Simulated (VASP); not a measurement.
A run of VASP 6.6.1:

Contents of INCAR:

```
SYSTEM = Cu
PREC     = Accurate       ! precision mode
ENCUT    = 520            ! plane-wave cutoff, eV
EDIFF    = 1E-7           ! SCF threshold, eV
ISMEAR   = -1             ! smearing method
SIGMA    = 0.1            ! smearing width, eV
LREAL    = .False.        ! projectors in reciprocal space
LASPH    = .True.         ! aspherical terms in the spheres
NELM     = 80             ! most SCF steps
ALGO     = Normal         ! electronic algorithm
ISIF     = 2              ! what is computed and relaxed
LWAVE    = .False.        ! write WAVECAR
LCHARG   = .False.        ! write CHGCAR
GGA      = CA             ! functional
NBANDS   = 12             ! bands
```

KPOINTS

```
regular mesh
0
Gamma
  17 17 17
  0 0 0
```

POSCAR

```
Cu
1.0
   -1.4286956500      1.4424564500      1.3760800000
    1.4424564500     -1.4286956500      1.3760800000
    1.4431235500      1.4431235500     -1.3616521000
Cu
1
Direct
    0.0000000000      0.0000000000      0.0000000000
```

Potentials or basis: VASP PAW LDA potentials, release 64 (Cu).

The run is started by

```sh
$ cat potpaw_LDA.64/Cu/POTCAR > POTCAR
$ mpirun -np 1 vasp_std > vasp.out
```

Hardware: 1 thread of AMD EPYC 7571, with other jobs on the host.

**Question.** Estimate the wall time of this run.

**Answer.** Wall time 4.4 min on 1 thread of AMD EPYC 7571 (shared host), peak memory 0.23 GiB. Counts: scf iterations 12, k points 1305.
